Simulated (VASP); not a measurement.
**LiCl: single point with PBEsol**

The system is LiCl.

```
Li Cl
1.0
     0.00000    2.43652    2.50064
     2.43652    0.00000    2.50064
     2.43652    2.43652    0.00000
Li Cl
1 1
Direct
  0.00000 0.00000 0.00000
  0.50000 0.50000 0.50000
```

This cell differs from its parent crystal: strain -0.050 along x and y, -0.025 along z.

| Quantity | Value |
| --- | --- |
| Program | VASP 6.6.1 |
| Task | single point |
| Functional | PBEsol |
| Potentials or basis | VASP PAW PBE potentials, release 64 (Li_sv, Cl) |
| Cutoff | 520 eV |
| k mesh | 8 × 8 × 8 |
| Occupations | gaussian, width 0.05 eV |
| Spin | no spin polarisation |

```
Band gap on the k mesh : 6.62 eV (least direct gap 6.89 eV)
```

Levels at points of the mesh, in eV from the valence-band top:
```
           k point  band 3  band 4  band 5  band 6  band 7  band 8
(0.00, 0.00, 0.00)   -0.07   -0.07    0.00    6.89   11.69   11.93
(0.50, 0.00, 0.00)   -3.49   -0.42   -0.33    6.62    9.26    9.48
(0.50, 0.50, 0.00)   -3.66   -1.37   -1.37    7.90    8.06   13.11
(0.50, 0.00, 0.50)   -3.65   -1.57   -1.37    7.77    7.97   13.50
```

Run time: 27 s on 1 thread of Intel Xeon 8259CL, on a shared host, peak memory 0.16 GiB.

Caveat: the cell differs from its parent crystal (strain -0.050 along x and y, -0.025 along z). A k mesh can miss the band edges.
